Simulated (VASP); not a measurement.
# Nb (Im-3m) in VASP: further runs

Runs on Nb. Level: PBE+D3(BJ). Tasks: single point, relaxation of cell and atoms.

Program: VASP 6.6.1. These are calculated values, not measurements. Logs are shortened: lines on timing, memory, paths and dates and some standing lists are left out, and cuts for length are marked.

**1. The cell of the first run**

Symmetry: Im-3m, No. 229, cubic system. Conventional cell: a = 3.267 Å, b = 3.267 Å, c = 3.267 Å, α = 90.00°, β = 90.00°, γ = 90.00°. Within 3.7 Å of Nb (site symmetry m-3m) lie 14 Nb at 2.83 to 3.27 Å.

**2. Single point, PBE+D3(BJ)**

Input file INCAR:

```
  PREC = Accurate
  ENCUT = 520
  EDIFF = 1E-6
  ISMEAR = 0
  SIGMA = 0.1
  LREAL = False
  LASPH = True
  NELM = 80
  ALGO = Normal
  ISIF = 2
  LWAVE = False
  LCHARG = False
  GGA = PE
  IVDW = 12
  NBANDS = 12
```

Input file KPOINTS:

```
regular mesh
0
Gamma
  18 18 18
```

Input file POSCAR:

```
Nb
1.0
   -1.6333552075      1.6333552075      1.6333552075
    1.6333552075     -1.6333552075      1.6333552075
    1.6333552075      1.6333552075     -1.6333552075
Nb
1
Direct
    0.0000000000      0.0000000000      0.0000000000
```

Potentials or basis: VASP PAW PBE potentials, release 64 (Nb_sv).

On the command line:

```sh
cat potpaw_PBE.64/Nb_sv/POTCAR > POTCAR
mpirun -np 1 vasp_std > vasp.out
```

OUTCAR:

```text
PREC = Accurate
   ENCUT = 520
   EDIFF = 1E-6
   ISMEAR = 0
   LREAL = False
   LASPH = True
   NELM = 80
   ISIF = 2
   GGA = PE
   IVDW = 12
 IVDW          = 12

 ion  position               nearest neighbor table
   1  0.000  0.000  0.000-

  LATTYP: Found a body centered cubic cell.
 ALAT       =     3.2667104150

  Lattice vectors:

 A1 = (  -1.6333552075,   1.6333552075,   1.6333552075)
 A2 = (   1.6333552075,  -1.6333552075,   1.6333552075)
 A3 = (   1.6333552075,   1.6333552075,  -1.6333552075)

Analysis of symmetry for initial positions (statically):
=====================================================================
 Subroutine PRICEL returns:
 Original cell was already a primitive cell.

 Routine SETGRP: Setting up the symmetry group for a
 body centered cubic supercell.

 Subroutine GETGRP returns: Found 48 space group operations
 (whereof 48 operations were pure point group operations)
 out of a pool of 48 trial point group operations.

The static configuration has the point symmetry O_h .

Analysis of symmetry for dynamics (positions and initial velocities):
=====================================================================
 Subroutine PRICEL returns:
 Original cell was already a primitive cell.

 Routine SETGRP: Setting up the symmetry group for a
 body centered cubic supercell.

 Subroutine GETGRP returns: Found 48 space group operations
 (whereof 48 operations were pure point group operations)
 out of a pool of 48 trial point group operations.

The dynamic configuration has the point symmetry O_h .

 Subroutine INISYM returns: Found 48 space group operations
 (whereof 48 operations are pure point group operations),
 and found     1 'primitive' translations

----------------------------------------------------------------------------------------

                                     Primitive cell

  volume of cell :      17.4302

  direct lattice vectors                    reciprocal lattice vectors
    -1.633355207  1.633355207  1.633355207     0.000000000  0.306118349  0.306118349
     1.633355207 -1.633355207  1.633355207     0.306118349  0.000000000  0.306118349
     1.633355207  1.633355207 -1.633355207     0.306118349  0.306118349  0.000000000

  length of vectors
     2.829054206  2.829054206  2.829054206     0.432916721  0.432916721  0.432916721

  position of ions in fractional coordinates (direct lattice)
     0.000000000  0.000000000  0.000000000

  ion indices of the primitive-cell ions
   primitive index   ion index
[... 82 lines left out ...]
   TEBEG  =    0.0;   TEEND  =   0.0 temperature during run
   PSTRESS=    0.0 pullay stress
   NELECT =      13.0000    total number of electrons
   NUPDOWN=      -1.0000    fix difference up-down
   EMIN   =  10.00;   EMAX   =-10.00  energy-range for DOS
   EFERMI =   0.00;   METHOD = LEGACY
   ISMEAR =     0;   SIGMA  =   0.10  broadening in eV -4-tet -1-fermi 0-gaus
   EFERMI_NEDOS =   21; number of points for ismear=-14 and -15
   IALGO  =     38    algorithm
   IMIX   =      4    mixing-type and parameters
     AMIX     =   0.40;   BMIX     =  1.00
     AMIX_MAG =   1.60;   BMIX_MAG =  1.00
  volume/ion in A,a.u.               =      17.43       117.62
  Fermi-wavevector in a.u.,A,eV,Ry     =   1.484643  2.805568 29.989475  2.204164
  Thomas-Fermi vector in A             =   2.598154
   LORBIT       =      0    0 simple, 1 ext, 2 COOP (PROOUT), +10 PAW based schemes
   GGA     = PE    functional components
   LHFCALC =     F    Hartree Fock is set to
   AEXX    =    0.0000 exact exchange contribution
   IVDW    =    12    specifies the selected vdW correction
   LEPSILON=     F    determine dielectric tensor
   LRPA    =     F    only Hartree local field effects (RPA)
 non-spin polarized calculation
 Gauss-broadening in eV      SIGMA  =   0.10
  energy-cutoff  :      520.00
  volume of cell :       17.43
 maximum number of plane-waves:       480
 NGX is ok and might be reduce to    24
   NGX = 11   NGY = 11   NGZ = 11

 number of electron      13.0000001 magnetization

 Free energy of the ion-electron system (eV)
  ---------------------------------------------------
  ext. energy  EPLUGINS =         0.00000000
  ---------------------------------------------------
  free energy    TOTEN  =       -10.20471558 eV

  energy without entropy =      -10.19688997  energy(sigma->0) =      -10.20080278

 E-fermi :  11.6328     XC(G=0): -12.6709

 val. band max:       11.6221434400   @ k =  -0.2222   0.3333   0.1111
 cond. band min:      11.6362287497   @ k =   0.3333   0.1667   0.1667
 fundamental gap:      0.0140853097
 Fermi energy:        11.6327625097

 k-point     1 :       0.0000    0.0000    0.0000
  band No.  band energies     occupation
      1     -42.6867      2.00000
      2     -17.9093      2.00000
      3     -17.9093      2.00000
      4     -17.9093      2.00000
      5       5.6400      2.00000
      6      11.9988      0.00000
      7      11.9988      0.00000
      8      11.9988      0.00000
      9      15.0186      0.00000
     10      15.0186      0.00000
     11      25.9533      0.00000
     12      25.9533      0.00000
[... 331 lines left out ...]
 k-point    24 :       0.3889    0.1111    0.0000
  band No.  band energies     occupation
      1     -42.4067      2.00000
      2     -19.3177      2.00000
      3     -18.4241      2.00000
      4     -17.9896      2.00000
      5       8.1894      2.00000
      6      10.0291      2.00000
      7      12.8542      0.00000
      8      14.9154      0.00000
      9      16.0567      0.00000
     10      18.6547      0.00000
     11      23.9225      0.00000
     12      24.4900      0.00000

 [... further k-points ...]

------------------------ aborting loop because EDIFF is reached ----------------------------------------

 Edisp (eV)   -0.76143

 E8    (eV) :    -0.3700

  FORCE on cell =-STRESS in cart. coord.  units (eV):
  Direction    XX          YY          ZZ          XY          YZ          ZX
  --------------------------------------------------------------------------------------
  -------------------------------------------------------------------------------------
  Total      -0.03640    -0.03640    -0.03640     0.00000    -0.00000     0.00000
  in kB      -3.34615    -3.34615    -3.34615     0.00000    -0.00000     0.00000
  external pressure =       -3.35 kB  Pullay stress =        0.00 kB

 VOLUME and BASIS-vectors are now :
 -----------------------------------------------------------------------------
  energy-cutoff  :      520.00
  volume of cell :       17.43
      direct lattice vectors                 reciprocal lattice vectors
    -1.633355207  1.633355207  1.633355207     0.000000000  0.306118349  0.306118349
     1.633355207 -1.633355207  1.633355207     0.306118349  0.000000000  0.306118349
     1.633355207  1.633355207 -1.633355207     0.306118349  0.306118349  0.000000000

 POSITION                                       TOTAL-FORCE (eV/Angst)
 -----------------------------------------------------------------------------------
      0.00000      0.00000      0.00000        -0.000000      0.000000      0.000000
 -----------------------------------------------------------------------------------
    total drift:                                0.000000      0.000000      0.000000

  FREE ENERGIE OF THE ION-ELECTRON SYSTEM (eV)
  ---------------------------------------------------
  free  energy   TOTEN  =       -10.9661461442 eV

  energy  without entropy=      -10.9583205312  energy(sigma->0) =      -10.96223334
```

OSZICAR:

```text
N       E                     dE             d eps       ncg     rms          rms(c)
DAV:   1     0.117367816054E+03    0.11737E+03   -0.73725E+03  4696   0.109E+03
DAV:   2    -0.585713607040E+01   -0.12322E+03   -0.11850E+03  5004   0.389E+02
DAV:   3    -0.103077577981E+02   -0.44506E+01   -0.42536E+01  6728   0.664E+01
DAV:   4    -0.105869938059E+02   -0.27924E+00   -0.27737E+00  6748   0.147E+01
DAV:   5    -0.105961327557E+02   -0.91389E-02   -0.91353E-02  6604   0.222E+00    0.746E+00
DAV:   6    -0.102381428574E+02    0.35799E+00   -0.55435E-01  7540   0.958E+00    0.266E+00
DAV:   7    -0.101987265262E+02    0.39416E-01   -0.17549E-01  7732   0.536E+00    0.944E-01
DAV:   8    -0.102046531864E+02   -0.59267E-02   -0.12708E-02  5548   0.150E+00    0.372E-02
DAV:   9    -0.102047057892E+02   -0.52603E-04   -0.10135E-03  7160   0.283E-01    0.454E-02
DAV:  10    -0.102047237780E+02   -0.17989E-04   -0.35034E-05  5556   0.758E-02    0.191E-02
DAV:  11    -0.102047159453E+02    0.78327E-05   -0.66542E-06  6156   0.444E-02    0.323E-03
DAV:  12    -0.102047155847E+02    0.36061E-06   -0.26858E-07  3412   0.688E-03
   1 F= -.10966146E+02 E0= -.10962233E+02  d E =-.782561E-02
```

Wall time 19 s (1 thread of Intel Xeon Platinum 8488C (Sapphire Rapids), shared host); peak memory 0.17 GiB.

What came out:

- Free energy: -10.9661 eV
- Pressure: -0.3 GPa
- Dispersion energy per atom: -0.761 eV

Caveat: pairwise dispersion overbinds metals, which lowers pressure and volume.

**3. Relaxation of cell and atoms, PBE+D3(BJ)**

This run uses another cell than the first one, of 18.26 Å³/atom, 1.047 times its volume.

Input file INCAR:

```
ALGO     = Normal         # electronic algorithm
EDIFF    = 1E-7           # SCF threshold, eV
EDIFFG   = -0.005         # ionic threshold
ENCUT    = 600            # plane-wave cutoff, eV
GGA      = PE             # functional
IBRION   = 2              # ionic algorithm
ISIF     = 3              # what is computed and relaxed
ISMEAR   = 0              # smearing method
IVDW     = 12             # dispersion correction
LASPH    = T              # aspherical terms in the spheres
LCHARG   = F              # write CHGCAR
LREAL    = F              # projectors in reciprocal space
LWAVE    = F              # write WAVECAR
NELM     = 80             # most SCF steps
NSW      = 100            # ionic steps
PREC     = Accurate       # precision mode
SIGMA    = 0.1            # smearing width, eV
```

Input file KPOINTS:

```
k-points
0
Gamma
  18 18 18
```

Input file POSCAR:

```
Nb
1.0
   -1.6588161896      1.6588161896      1.6588161896
    1.6588161896     -1.6588161896      1.6588161896
    1.6588161896      1.6588161896     -1.6588161896
Nb
1
Direct
    0.0000000000      0.0000000000      0.0000000000
```

Potentials or basis: VASP PAW PBE potentials, release 64 (Nb_sv).

On the command line:

```sh
cat potpaw_PBE.64/Nb_sv/POTCAR > POTCAR
mpirun -np 1 vasp_std > vasp.out
```

OUTCAR:

```text
EDIFF = 1E-7
   EDIFFG = -0.005
   ENCUT = 600
   GGA = PE
   IBRION = 2
   ISIF = 3
   ISMEAR = 0
   IVDW = 12
   LASPH = T
   LREAL = F
   NELM = 80
   NSW = 100
   PREC = Accurate
 IVDW          = 12

 ion  position               nearest neighbor table
   1  0.000  0.000  0.000-

  LATTYP: Found a body centered cubic cell.
 ALAT       =     3.3176323792

  Lattice vectors:

 A1 = (  -1.6588161896,   1.6588161896,   1.6588161896)
 A2 = (   1.6588161896,  -1.6588161896,   1.6588161896)
 A3 = (   1.6588161896,   1.6588161896,  -1.6588161896)

Analysis of symmetry for initial positions (statically):
=====================================================================
 Subroutine PRICEL returns:
 Original cell was already a primitive cell.

 Routine SETGRP: Setting up the symmetry group for a
 body centered cubic supercell.

 Subroutine GETGRP returns: Found 48 space group operations
 (whereof 48 operations were pure point group operations)
 out of a pool of 48 trial point group operations.

The static configuration has the point symmetry O_h .

Analysis of symmetry for dynamics (positions and initial velocities):
=====================================================================
 Subroutine PRICEL returns:
 Original cell was already a primitive cell.

 Routine SETGRP: Setting up the symmetry group for a
 body centered cubic supercell.

 Subroutine GETGRP returns: Found 48 space group operations
 (whereof 48 operations were pure point group operations)
 out of a pool of 48 trial point group operations.

The dynamic configuration has the point symmetry O_h .

 Subroutine INISYM returns: Found 48 space group operations
 (whereof 48 operations are pure point group operations),
 and found     1 'primitive' translations

----------------------------------------------------------------------------------------

                                     Primitive cell

  volume of cell :      18.2581

  direct lattice vectors                    reciprocal lattice vectors
[... 96 lines left out ...]
   NELECT =      13.0000    total number of electrons
   NUPDOWN=      -1.0000    fix difference up-down
   EMIN   =  10.00;   EMAX   =-10.00  energy-range for DOS
   EFERMI =   0.00;   METHOD = LEGACY
   ISMEAR =     0;   SIGMA  =   0.10  broadening in eV -4-tet -1-fermi 0-gaus
   EFERMI_NEDOS =   21; number of points for ismear=-14 and -15
   IALGO  =     38    algorithm
   IMIX   =      4    mixing-type and parameters
     AMIX     =   0.40;   BMIX     =  1.00
     AMIX_MAG =   1.60;   BMIX_MAG =  1.00
  volume/ion in A,a.u.               =      18.26       123.21
  Fermi-wavevector in a.u.,A,eV,Ry     =   1.461855  2.762506 29.075930  2.137021
  Thomas-Fermi vector in A             =   2.578137
   LORBIT       =      0    0 simple, 1 ext, 2 COOP (PROOUT), +10 PAW based schemes
   GGA     = PE    functional components
   LHFCALC =     F    Hartree Fock is set to
   AEXX    =    0.0000 exact exchange contribution
   IVDW    =    12    specifies the selected vdW correction
   LEPSILON=     F    determine dielectric tensor
   LRPA    =     F    only Hartree local field effects (RPA)
 conjugate gradient relaxation of ions
 non-spin polarized calculation
 Gauss-broadening in eV      SIGMA  =   0.10
  energy-cutoff  :      600.00
  volume of cell :       18.26
 maximum number of plane-waves:       623
   NGX = 11   NGY = 11   NGZ = 11

--------------------------------------- Ionic step        1  -------------------------------------------

 number of electron      12.9999999 magnetization

 Free energy of the ion-electron system (eV)
  ---------------------------------------------------
  ext. energy  EPLUGINS =         0.00000000
  ---------------------------------------------------
  free energy    TOTEN  =       -10.21927799 eV

  energy without entropy =      -10.21082851  energy(sigma->0) =      -10.21505325

------------------------ aborting loop because EDIFF is reached ----------------------------------------

 Edisp (eV)   -0.72530

 E8    (eV) :    -0.3521
[... 108 lines left out ...]
--------------------------------------- Ionic step        4  -------------------------------------------

 number of electron      13.0000001 magnetization

 Free energy of the ion-electron system (eV)
  ---------------------------------------------------
  ext. energy  EPLUGINS =         0.00000000
  ---------------------------------------------------
  free energy    TOTEN  =       -10.20393531 eV

  energy without entropy =      -10.19613216  energy(sigma->0) =      -10.20003374

 E-fermi :  11.6555     XC(G=0): -12.6793

 val. band max:       11.6438867838   @ k =  -0.2222   0.3333   0.1111
 cond. band min:      11.6609896448   @ k =   0.3333   0.1667   0.1667
 fundamental gap:      0.0171028610
 Fermi energy:        11.6555114957

 k-point     1 :       0.0000    0.0000    0.0000
  band No.  band energies     occupation
      1     -42.6632      2.00000
      2     -17.8821      2.00000
      3     -17.8821      2.00000
      4     -17.8821      2.00000
      5       5.6589      2.00000
      6      12.0205      0.00000
      7      12.0205      0.00000
      8      12.0205      0.00000
      9      15.0456      0.00000
     10      15.0456      0.00000
[... 287 lines left out ...]
 k-point    24 :       0.3889    0.1111    0.0000
  band No.  band energies     occupation
      1     -42.3815      2.00000
      2     -19.2973      2.00000
      3     -18.3993      2.00000
      4     -17.9628      2.00000
      5       8.2057      2.00000
      6      10.0470      2.00000
      7      12.8815      0.00000
      8      14.9430      0.00000
      9      16.0872      0.00000
     10      18.6906      0.00000

 [... further k-points ...]

------------------------ aborting loop because EDIFF is reached ----------------------------------------

 Edisp (eV)   -0.76269

 E8    (eV) :    -0.3706
[... 24 lines left out ...]
  FREE ENERGIE OF THE ION-ELECTRON SYSTEM (eV)
  ---------------------------------------------------
  free  energy   TOTEN  =       -10.9666237939 eV

  energy  without entropy=      -10.9588206414  energy(sigma->0) =      -10.96272222

 reached required accuracy - stopping structural energy minimisation
```

Wall time 59 s (1 thread of Intel Xeon Platinum 8488C (Sapphire Rapids), shared host); peak memory 0.19 GiB.

What came out:

```
Free energy                            : -10.9666 eV
Relaxed volume                         : 17.40 Å³/atom
Relaxed cell                           : a = 2.828 Å, b = 2.828 Å, c = 2.828 Å, α = 109.47°, β = 109.47°, γ = 109.47°
Space group after relaxing (to 0.05 Å) : Im-3m (No. 229)
Energy gained by relaxing              : 22.1 meV/atom
Ionic steps                            : 4
Pressure after relaxing                : 0.0 GPa
Dispersion energy per atom             : -0.763 eV
```

The path:
| step | energy change (eV) | largest force (eV/Å) | pressure (GPa) | volume (Å³) |
| --- | --- | --- | --- | --- |
| 1 | 0.0000 | 0.0000 | -7.94 | 18.26 |
| 2 | 0.0527 | 0.0000 | 17.85 | 15.97 |
| 3 | -0.0220 | 0.0000 | -0.23 | 17.42 |
| 4 | -0.0221 | 0.0000 | -0.02 | 17.40 |

Final structure:
```cif
data_structure
_symmetry_space_group_name_H-M 'P 1'
_symmetry_Int_Tables_number 1
_cell_length_a 2.8276
_cell_length_b 2.8276
_cell_length_c 2.8276
_cell_angle_alpha 109.471
_cell_angle_beta 109.471
_cell_angle_gamma 109.471
_cell_volume 17.40
loop_
_atom_site_label
_atom_site_type_symbol
_atom_site_fract_x
_atom_site_fract_y
_atom_site_fract_z
_atom_site_occupancy
Nb1 Nb 0.00000 0.00000 0.00000 1
```

Levels at points of the mesh, in eV from the Fermi level:
```tsv
k point	band 4	band 5	band 6	band 7	band 8	band 9
(0.00, 0.00, 0.00)	-29.54	-6.00	0.36	0.36	0.36	3.39
(0.50, 0.00, 0.00)	-29.55	-3.86	-1.75	2.47	3.44	4.15
(0.50, 0.50, 0.50)	-30.56	-3.91	-3.91	5.85	5.85	5.85
```

Caveat: pairwise dispersion overbinds metals, which lowers pressure and volume.

**4. Single point, PBE+D3(BJ)**

This run uses another cell than the first one, of 18.26 Å³/atom, 1.047 times its volume.

Input file INCAR:

```
SYSTEM = Nb
  ALGO = Normal
  EDIFF = 1E-6
  ENCUT = 500
  GGA = PE
  GGA_COMPAT = .FALSE.
  ISIF = 2
  ISMEAR = 0
  IVDW = 12
  LASPH = .TRUE.
  LCHARG = .FALSE.
  LREAL = .FALSE.
  LWAVE = .FALSE.
  NBANDS = 12
  NELM = 120
  PREC = Accurate
  SIGMA = 0.1
```

Input file KPOINTS:

```
k-points
0
G
  8 8 8
  0 0 0
```

POSCAR is that of step 3.

On the command line:

```sh
cat potpaw_PBE.64/Nb_sv/POTCAR > POTCAR
mpirun -np 1 vasp_std > vasp.out
```

It took 13 s on 1 thread of Intel Xeon 8259CL, shared host; peak memory 0.15 GiB.

The run converged. Its results:

```
Free energy                : -10.9707 eV
Pressure                   : -7.8 GPa
Dispersion energy per atom : -0.725 eV
```

Levels at points of the mesh, in eV from the Fermi level:
| k point | band 2 | band 3 | band 4 | band 5 | band 6 | band 7 | band 8 | band 9 | band 10 | band 11 |
| --- | --- | --- | --- | --- | --- | --- | --- | --- | --- | --- |
| (0.00, 0.00, 0.00) | -29.60 | -29.60 | -29.60 | -5.78 | 0.49 | 0.49 | 0.49 | 3.36 | 3.36 | 14.32 |
| (0.50, 0.00, 0.00) | -30.90 | -30.01 | -29.61 | -3.53 | -1.49 | 2.35 | 3.38 | 4.05 | 6.38 | 11.72 |
| (0.50, 0.50, 0.50) | -30.49 | -30.49 | -30.49 | -3.51 | -3.51 | 5.63 | 5.63 | 5.63 | 9.09 | 9.09 |

Caveat: pairwise dispersion overbinds metals, which lowers pressure and volume.

**5. Overview**

| task | cell | k mesh | cutoff (eV) | gap on the mesh (eV) | pressure (GPa) |
| --- | --- | --- | --- | --- | --- |
| single point | a = 2.829 Å, angles 109.5°, 1 atom | 18 × 18 × 18 | 520 | none | -0.3 |
| relaxation of cell and atoms | relaxed from a = 2.873 Å, angles 109.5°, 1 atom | 18 × 18 × 18 | 600 | none | 0.0 |
| single point | a = 2.873 Å, angles 109.5°, 1 atom | 8 × 8 × 8 | 500 | none | -7.8 |

Alike in all rows: level PBE+D3(BJ); potentials or basis VASP PAW PBE potentials, release 64 (Nb_sv); no spin polarisation; smearing gaussian 0.1 eV.

Caveats: pairwise dispersion overbinds metals, which lowers pressure and volume.

Absolute energies hang on the potentials; compare differences alone.
